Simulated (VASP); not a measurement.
Runs of VASP 6.6.1 on Al2Cu. The structure is that of space group P4/mmm (No. 123), or close to it. The cells are those of the table. 

```csv
task,level,potentials or basis,cell,k mesh,cutoff (eV),smearing,gap on the mesh (eV),pressure (GPa)
single point,r2SCAN,"VASP PAW PBE potentials, release 64 (Al, Cu)","a = 4.105, b = 4.105, c = 2.891 Å, 3 atoms",12 × 12 × 16,520,gaussian 0.1 eV,none,-2.2
relaxation of cell and atoms,LDA,"VASP PAW LDA potentials, release 64 (Al, Cu)","relaxed from a = 4.105, b = 4.105, c = 2.891 Å, 3 atoms",10 × 10 × 14,600,gaussian 0.1 eV,none,0.0
single point,r2SCAN,"VASP PAW PBE potentials, release 64 (Al, Cu)","a = 4.105, b = 4.105, c = 2.891 Å, 3 atoms",10 × 10 × 14,520,methfessel-paxton 0.3 eV,none,-2.4
single point,r2SCAN,"VASP PAW PBE potentials, release 64 (Al, Cu)","a = 4.105, b = 4.105, c = 2.891 Å, 3 atoms",10 × 10 × 14,520,tetrahedron,none,-2.3
single point,PBEsol,"VASP PAW PBE potentials, release 64 (Al, Cu)","a = 4.084, b = 4.084, c = 2.846 Å, 3 atoms",10 × 10 × 14,520,gaussian 0.1 eV,none,0.2
single point,LDA,"VASP PAW LDA potentials, release 64 (Al, Cu)","a = 4.043, b = 4.043, c = 2.822 Å, 3 atoms",10 × 10 × 14,520,gaussian 0.1 eV,none,0.2
single point,PBE,"VASP PAW PBE potentials, release 64 (Al, Cu)","a = 4.121, b = 4.121, c = 2.885 Å, 3 atoms",10 × 10 × 14,520,gaussian 0.1 eV,none,0.0
single point,r2SCAN,"VASP PAW PBE potentials, release 64 (Al, Cu)","a = 4.105, b = 4.105, c = 2.891 Å, 3 atoms",10 × 10 × 14,520,methfessel-paxton 0.1 eV,none,-2.3
single point,r2SCAN,"VASP PAW PBE potentials, release 64 (Al, Cu)","a = 4.088, b = 4.088, c = 2.851 Å, 3 atoms",10 × 10 × 14,520,gaussian 0.1 eV,none,(a)
```

Alike in all rows: no spin polarisation.

Problem. Estimate the missing entries.

Solution. (a) -0.2.

Caveats: the PAW data sets were made with another functional, which shifts forces and pressure a little (at least some runs); so wide a smearing shifts energies and pressures (at least some runs); tetrahedron occupations give inexact forces and stress in metals (at least some runs).

A gap of «none» marks levels without a gap at the run's occupations.
